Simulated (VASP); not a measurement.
Wanted: the native input for a VASP 6.6.1 run.

```yaml
Task: single point
Functional: PBE
Potentials_or_basis: VASP PAW PBE potentials, release 64 (Zn, Se, O)
Cutoff: 520 eV
k_mesh: 3 × 3 × 2
Occupations: gaussian, width 0.15 eV
Spin: no spin polarisation
Dipole_correction: no
Further_INCAR_settings: ALGO = Normal; EDIFF = 1e-06; NBANDS = 46
```

The structure of Zn4SeO3 lies in POSCAR:

```
Zn4SeO3
1.0
    4.5244045528      0.0000000000      0.0000000000
    0.0000000000      4.5244045528      0.0000000000
    0.0000000000      0.0000000000      7.6349563077
Zn Se O
4 1 3
Direct
    0.5000000000      0.0000000000      0.5000000000
    0.0000000000      0.5000000000      0.5000000000
    0.5000000000      0.5000000000      0.0000000000
    0.0000000000      0.0000000000      0.5000000000
    0.0000000000      0.0000000000      0.0000000000
    0.5000000000      0.5000000000      0.5000000000
    0.0000000000      0.0000000000      0.7410306326
    0.0000000000      0.0000000000      0.2589693674
```

One way to write it, as run:

INCAR

```
SYSTEM = Zn4SeO3
  PREC = Accurate
  ENCUT = 520
  EDIFF = 1E-6
  ISMEAR = 0
  SIGMA = 0.15
  LREAL = .False.
  LASPH = .True.
  NELM = 80
  ALGO = Normal
  ISIF = 2
  LWAVE = .False.
  LCHARG = .True.
  GGA = PE
  LELF = .True.
  LVHAR = .True.
  NBANDS = 46
```

KPOINTS

```
regular mesh
0
Gamma
  3 3 2
  0 0 0
```

Potentials or basis: VASP PAW PBE potentials, release 64 (Zn, Se, O).

The run is started by

```sh
$ cat potpaw_PBE.64/Zn/POTCAR potpaw_PBE.64/Se/POTCAR potpaw_PBE.64/O/POTCAR > POTCAR
$ mpirun -np 1 vasp_std > vasp.out
```

It gave:

* Pressure: 0.8 GPa
* Largest force: 0.115 eV/Å
* Band gap on the k mesh: zero (band 36 reaches 0.47 eV, above the bottom of band 37 at 0.28 eV)

Caveat: the k points lie up to 0.46 Å⁻¹ apart.

Run time: 58 s on 1 thread of Intel(R) Xeon(R) Platinum 8488C (Sapphire Rapids) (shared host), peak memory 0.27 GiB.
